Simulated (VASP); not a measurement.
C:

```
CELL_PARAMETERS angstrom
2.47000 0.00000 0.00000
-1.23500 2.13908 0.00000
0.00000 0.00000 6.79000
ATOMIC_POSITIONS crystal
C 0.00000 0.00000 0.00000
C 0.00000 0.00000 0.50000
C 0.33333 0.66667 0.00500
C 0.66667 0.33333 0.50500
```

Base run:

* Program: VASP 6.6.1
* Functional: PBE
* Potentials or basis: VASP PAW PBE potentials, release 64 (C)
* Cutoff: 600 eV
* k mesh: 8 × 8 × 3
* Occupations: fermi-dirac, width 0.1 eV
* Spin: no spin polarisation

Its results: band gap on the k mesh 1.72 eV, indirect (least direct gap 1.75 eV); pressure -0.4 GPa; largest force 0.568 eV/Å.

**Question.** After a change of settings the same cell gave: band gap on the k mesh 2.53 eV, indirect (least direct gap 2.57 eV); pressure -0.3 GPa; largest force 0.570 eV/Å. Which change was it?
A. k mesh from 8 × 8 × 3 to 10 × 10 × 4
B. k mesh from 8 × 8 × 3 to 3 × 3 × 1
C. k mesh from 8 × 8 × 3 to 5 × 5 × 2

**Answer.** C.

Caveats: some runs use coarse meshes; this functional lacks dispersion, which binds the layers, so the pressure and a relaxed spacing across them are unreliable.
